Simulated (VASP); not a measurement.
# GeH4 in VASP: single point with PBE+D3(BJ)

Aim: the single point of GeH4 with PBE+D3(BJ).

All numbers are computed with VASP 6.6.1; they aren't measurements. Logs are shortened: lines on timing, memory, paths and dates and some standing lists are left out, and cuts for length are marked.

### Step 1. The cell of the first run

The cell holds a molecule in a box, 5 atoms: a = 5.665 Å, b = 5.804 Å, c = 26.200 Å, α = 90.00°, β = 90.00°, γ = 90.00°.

### Step 2. Single point, PBE+D3(BJ)

INCAR

```
  PREC = Accurate
  ENCUT = 520
  EDIFF = 1E-7
  ISMEAR = 0
  SIGMA = 0.1
  LREAL = F
  LASPH = T
  NELM = 80
  ALGO = Normal
  ISIF = 2
  LWAVE = F
  LCHARG = F
  LDIPOL = T
  IDIPOL = 3
  DIPOL = 0.5 0.5 0.597
  GGA = PE
  IVDW = 12
  NBANDS = 17
```

KPOINTS

```
regular mesh
0
Gamma
  4 3 1
```

POSCAR

```
GeH4
1.0
    5.6653313018      0.0000000000      0.0000000000
    0.0000000000      5.8038113749      0.0000000000
    0.0000000000      0.0000000000     26.2002561044
Ge H
1 4
Direct
    0.3007194630     -0.0001021407      0.5974666001
    0.7488580590     -0.2658217857      0.5769787749
    0.7492160029      0.2651146384      0.5769781401
    0.2655083125      0.0000572999      0.6560541904
   -0.0120024678      0.0000643492      0.5770443566
```

Potentials or basis: VASP PAW PBE potentials, release 64 (Ge_d, H).

Launch:

```bash
> cat potpaw_PBE.64/Ge_d/POTCAR potpaw_PBE.64/H/POTCAR > POTCAR
> mpirun -np 1 vasp_std > vasp.out
```

OUTCAR:

```text
PREC = Accurate
   ENCUT = 520
   EDIFF = 1E-7
   ISMEAR = 0
   LREAL = F
   LASPH = T
   NELM = 80
   ISIF = 2
   GGA = PE
   IVDW = 12
 IVDW          = 12

 ion  position               nearest neighbor table
   1  0.301  1.000  0.597-   4 1.55   5 1.85
   2  0.749  0.734  0.577-
   3  0.749  0.265  0.577-
   4  0.266  0.000  0.656-   1 1.55
   5  0.988  0.000  0.577-   1 1.85

  LATTYP: Found a simple orthorhombic cell.
 ALAT       =     5.6653313018
 B/A-ratio  =     1.0244434201
 C/A-ratio  =     4.6246644210

  Lattice vectors:

 A1 = (   5.6653313018,   0.0000000000,   0.0000000000)
 A2 = (   0.0000000000,   5.8038113749,   0.0000000000)
 A3 = (   0.0000000000,   0.0000000000,  26.2002561044)

Analysis of symmetry for initial positions (statically):
=====================================================================
 Subroutine PRICEL returns:
 Original cell was already a primitive cell.

 Routine SETGRP: Setting up the symmetry group for a
 simple orthorhombic supercell.

 Subroutine GETGRP returns: Found  1 space group operations
 (whereof  1 operations were pure point group operations)
 out of a pool of  8 trial point group operations.

The static configuration has the point symmetry C_1 .

Analysis of symmetry for dynamics (positions and initial velocities):
=====================================================================
 Subroutine PRICEL returns:
 Original cell was already a primitive cell.

 Routine SETGRP: Setting up the symmetry group for a
 simple orthorhombic supercell.

 Subroutine GETGRP returns: Found  1 space group operations
 (whereof  1 operations were pure point group operations)
 out of a pool of  8 trial point group operations.

The dynamic configuration has the point symmetry C_1 .

 Subroutine INISYM returns: Found  1 space group operations
 (whereof  1 operations are pure point group operations),
 and found     1 'primitive' translations

----------------------------------------------------------------------------------------

                                     Primitive cell

  volume of cell :     861.4779

  direct lattice vectors                    reciprocal lattice vectors
     5.665331302  0.000000000  0.000000000     0.176512184  0.000000000  0.000000000
     0.000000000  5.803811375  0.000000000     0.000000000  0.172300569  0.000000000
     0.000000000  0.000000000 26.200256104     0.000000000  0.000000000  0.038167566

  length of vectors
     5.665331302  5.803811375 26.200256104     0.176512184  0.172300569  0.038167566

  position of ions in fractional coordinates (direct lattice)
     0.300719463  0.999897859  0.597466600
     0.748858059  0.734178214  0.576978775
     0.749216003  0.265114638  0.576978140
     0.265508313  0.000057300  0.656054190
     0.987997532  0.000064349  0.577044357

  ion indices of the primitive-cell ions
   primitive index   ion index
                 1           1
                 2           2
                 3           3
                 4           4
                 5           5

----------------------------------------------------------------------------------------

 KPOINTS: regular mesh

Automatic generation of k-mesh.
 Grid dimensions read from file:
 generate k-points for:    4    3    1

 Generating k-lattice:

  Cartesian coordinates                     Fractional coordinates (reciprocal lattice)
     0.044128046  0.000000000  0.000000000     0.250000000  0.000000000  0.000000000
     0.000000000  0.057433523  0.000000000     0.000000000  0.333333333  0.000000000
     0.000000000  0.000000000  0.038167566     0.000000000  0.000000000  1.000000000

  Length of vectors
     0.044128046  0.057433523  0.038167566

  Shift w.r.t. Gamma in fractional coordinates (k-lattice)
     0.000000000  0.000000000  0.000000000

 Subroutine IBZKPT returns following result:
 ===========================================

 Found      7 irreducible k-points:

 Following reciprocal coordinates:
            Coordinates               Weight
  0.000000  0.000000  0.000000      1.000000
  0.250000  0.000000  0.000000      2.000000
  0.500000  0.000000  0.000000      1.000000
  0.000000  0.333333  0.000000      2.000000
  0.250000  0.333333  0.000000      2.000000
  0.250000 -0.333333  0.000000      2.000000
  0.500000  0.333333  0.000000      2.000000
   k-points           NKPTS =      7   k-points in BZ     NKDIM =      7   number of bands    NBANDS=     17
   number of dos      NEDOS =    301   number of ions     NIONS =      5
   total plane-waves  NPLWV = 395136
   dimension x,y,z NGX =    42 NGY =   48 NGZ =  196
   dimension x,y,z NGXF=    84 NGYF=   96 NGZF=  392
   ions per type =               1   4
   NGX,Y,Z   is equivalent  to a cutoff of  12.32, 13.75, 12.44 a.u.
   NGXF,Y,Z  is equivalent  to a cutoff of  24.65, 27.50, 24.87 a.u.
 SYSTEM =  unknown system
   PREC   = accura    normal or accurate (medium, high low for compatibility)
   ISTART =      0    job   : 0-new  1-cont  2-samecut
   ICHARG =      2    charge: 1-file 2-atom 10-const
   ISPIN  =      1    spin polarized calculation?
   LNONCOLLINEAR =      F non collinear calculations
   LSORBIT =      F    spin-orbit coupling
   LASPH  =      T    aspherical Exc in radial PAW
   ENCUT  =  520.0 eV  38.22 Ry    6.18 a.u.  10.53 10.79 48.72*2*pi/ulx,y,z
   NELM   =     80;   NELMIN=  2; NELMDL= -5     # of ELM steps
   EDIFF  = 0.1E-06   stopping-criterion for ELM
   LREAL  =      F    real-space projection
   EDIFFG = 0.1E-05   stopping-criterion for IOM
   NSW    =      0    number of steps for IOM
   IBRION =     -1    ionic relax: 0-MD 1-quasi-New 2-CG
   NFREE  =      0    steps in history (QN), initial steepest desc. (CG)
   ISIF   =      2    stress and relaxation
   ISYM   =      2    0-nonsym 1-usesym 2-fastsym
   POTIM  = 0.5000    time-step for ionic-motion
   TEBEG  =    0.0;   TEEND  =   0.0 temperature during run
   PSTRESS=    0.0 pullay stress
   NELECT =      18.0000    total number of electrons
   NUPDOWN=      -1.0000    fix difference up-down
   EMIN   =  10.00;   EMAX   =-10.00  energy-range for DOS
   EFERMI =   0.00;   METHOD = LEGACY
   ISMEAR =     0;   SIGMA  =   0.10  broadening in eV -4-tet -1-fermi 0-gaus
   EFERMI_NEDOS =   21; number of points for ismear=-14 and -15
   IALGO  =     38    algorithm
   IMIX   =      4    mixing-type and parameters
     AMIX     =   0.40;   BMIX     =  1.00
     AMIX_MAG =   1.60;   BMIX_MAG =  1.00
  volume/ion in A,a.u.               =     172.30      1162.71
  Fermi-wavevector in a.u.,A,eV,Ry     =   0.450904  0.852085  2.766263  0.203315
  Thomas-Fermi vector in A             =   1.431845
   LORBIT       =      0    0 simple, 1 ext, 2 COOP (PROOUT), +10 PAW based schemes
   GGA     = PE    functional components
   LHFCALC =     F    Hartree Fock is set to
   AEXX    =    0.0000 exact exchange contribution
   IVDW    =    12    specifies the selected vdW correction
   LEPSILON=     F    determine dielectric tensor
   LRPA    =     F    only Hartree local field effects (RPA)
 non-spin polarized calculation
 Gauss-broadening in eV      SIGMA  =   0.10
  energy-cutoff  :      520.00
  volume of cell :      861.48
 maximum number of plane-waves:     23256
   NGX = 21   NGY = 21   NGZ = 97

 dipolmoment           0.000000      0.000000      0.000002 electrons x Angstroem

 number of electron      18.0000001 magnetization

 dipolmoment           0.000000      0.000000     -0.078627 electrons x Angstroem

 Free energy of the ion-electron system (eV)
  ---------------------------------------------------
  ext. energy  EPLUGINS =         0.00000000
  ---------------------------------------------------
  free energy    TOTEN  =       -10.99236186 eV

  energy without entropy =      -10.98312932  energy(sigma->0) =      -10.98774559

 E-fermi :  -5.2396     XC(G=0):  -1.0822

 val. band max:       -5.3138709589   @ k =   0.0000   0.0000   0.0000
 cond. band min:      -5.1539740791   @ k =   0.2500   0.0000   0.0000
 fundamental gap:      0.1598968798
 Fermi energy:        -5.2396299190

 k-point     1 :       0.0000    0.0000    0.0000
  band No.  band energies     occupation
      1     -29.8390      2.00000
      2     -29.7894      2.00000
      3     -29.7036      2.00000
      4     -29.5731      2.00000
      5     -29.5313      2.00000
      6     -13.4410      2.00000
[... 9 lines left out ...]
     16       0.7425      0.00000
     17       1.1187      0.00000

 k-point     2 :       0.2500    0.0000    0.0000
  band No.  band energies     occupation
      1     -29.8390      2.00000
      2     -29.7894      2.00000
      3     -29.7036      2.00000
      4     -29.5731      2.00000
      5     -29.5313      2.00000
      6     -13.4110      2.00000
[... 9 lines left out ...]
     16       0.9211      0.00000
     17       1.2564      0.00000

 k-point     3 :       0.5000    0.0000    0.0000
  band No.  band energies     occupation
      1     -29.8389      2.00000
      2     -29.7894      2.00000
      3     -29.7036      2.00000
      4     -29.5731      2.00000
      5     -29.5313      2.00000
      6     -13.3799      2.00000
[... 9 lines left out ...]
     16       1.1816      0.00000
     17       1.3250      0.00000

 k-point     4 :       0.0000    0.3333    0.0000
  band No.  band energies     occupation
      1     -29.8389      2.00000
      2     -29.7894      2.00000
      3     -29.7036      2.00000
      4     -29.5731      2.00000
      5     -29.5313      2.00000
      6     -13.4304      2.00000
[... 9 lines left out ...]
     16       1.1649      0.00000
     17       1.3513      0.00000

 k-point     5 :       0.2500    0.3333    0.0000
  band No.  band energies     occupation
      1     -29.8389      2.00000
      2     -29.7894      2.00000
      3     -29.7036      2.00000
      4     -29.5731      2.00000
      5     -29.5313      2.00000
      6     -13.4015      2.00000
[... 9 lines left out ...]
     16       1.3615      0.00000
     17       1.5223      0.00000

 k-point     6 :       0.2500   -0.3333    0.0000
  band No.  band energies     occupation
      1     -29.8389      2.00000
      2     -29.7894      2.00000
      3     -29.7036      2.00000
      4     -29.5731      2.00000
      5     -29.5313      2.00000
      6     -13.4015      2.00000
[... 9 lines left out ...]
     16       1.3618      0.00000
     17       1.5220      0.00000

 k-point     7 :       0.5000    0.3333    0.0000
  band No.  band energies     occupation
      1     -29.8389      2.00000
      2     -29.7894      2.00000
      3     -29.7036      2.00000
      4     -29.5731      2.00000
      5     -29.5313      2.00000
      6     -13.3717      2.00000
[... 9 lines left out ...]
     16       1.7421      0.00000
     17       1.8027      0.00000

------------------------ aborting loop because EDIFF is reached ----------------------------------------

 vacuum level on the upper side and lower side of the slab       (xc-potential included)        -0.238         0.207

 Edisp (eV)   -0.13028

 E8    (eV) :    -0.0411

  FORCE on cell =-STRESS in cart. coord.  units (eV):
  Direction    XX          YY          ZZ          XY          YZ          ZX
  --------------------------------------------------------------------------------------
  -------------------------------------------------------------------------------------
  Total      -7.22471    -3.42650     0.62751     0.00897     0.00011    -0.10030
  in kB     -13.43652    -6.37261     1.16705     0.01669     0.00020    -0.18655
  external pressure =       -6.21 kB  Pullay stress =        0.00 kB

 VOLUME and BASIS-vectors are now :
 -----------------------------------------------------------------------------
  energy-cutoff  :      520.00
  volume of cell :      861.48
      direct lattice vectors                 reciprocal lattice vectors
     5.665331302  0.000000000  0.000000000     0.176512184  0.000000000  0.000000000
     0.000000000  5.803811375  0.000000000     0.000000000  0.172300569  0.000000000
     0.000000000  0.000000000 26.200256104     0.000000000  0.000000000  0.038167566

 POSITION                                       TOTAL-FORCE (eV/Angst)
 -----------------------------------------------------------------------------------
      1.70368      5.80322     15.65378         0.002297     -0.000284     -1.295559
      4.24253      4.26103     15.11699        -0.173260      0.329251      0.205604
      4.24456      1.53868     15.11698        -0.168644     -0.333223      0.205435
      1.50419      0.00033     17.18879        -0.049090      0.000128      0.659905
      5.59733      0.00037     15.11871         0.388696      0.004129      0.224615
 -----------------------------------------------------------------------------------
    total drift:                                0.002144      0.000088      0.002718

  FREE ENERGIE OF THE ION-ELECTRON SYSTEM (eV)
  ---------------------------------------------------
  free  energy   TOTEN  =       -11.1226373159 eV

  energy  without entropy=      -11.1134047765  energy(sigma->0) =      -11.11802105

 vacuum level on the upper side and lower side of the slab         0.121         0.569
```

Wall time 2.1 min (1 thread of Intel Xeon 6975P-C (Granite Rapids), shared host); peak memory 0.81 GiB.

What came out:

```
Free energy                     : -11.1226 eV
Largest force                   : 1.296 eV/Å
Gap between the frontier levels : zero (band 9 reaches -4.92 eV, above the bottom of band 10 at -5.36 eV)
Dispersion energy per atom      : -0.026 eV
```

Forces in eV/Å, atoms in the order of the input:
```
Ge   0.002  0.000 -1.296
H   -0.173  0.329  0.206
H   -0.169 -0.333  0.205
H   -0.049  0.000  0.660
H    0.389  0.004  0.225
```

Levels at points of the mesh, in eV from the Fermi level:
```tsv
k point	band 7	band 8	band 9	band 10	band 11	band 12
(0.00, 0.00, 0.00)	-3.07	-0.90	-0.80	-0.07	2.03	4.51
(0.50, 0.00, 0.00)	-3.29	-1.99	0.32	0.95	1.32	4.51
```

Caveat: the k points lie up to 0.36 Å⁻¹ apart.
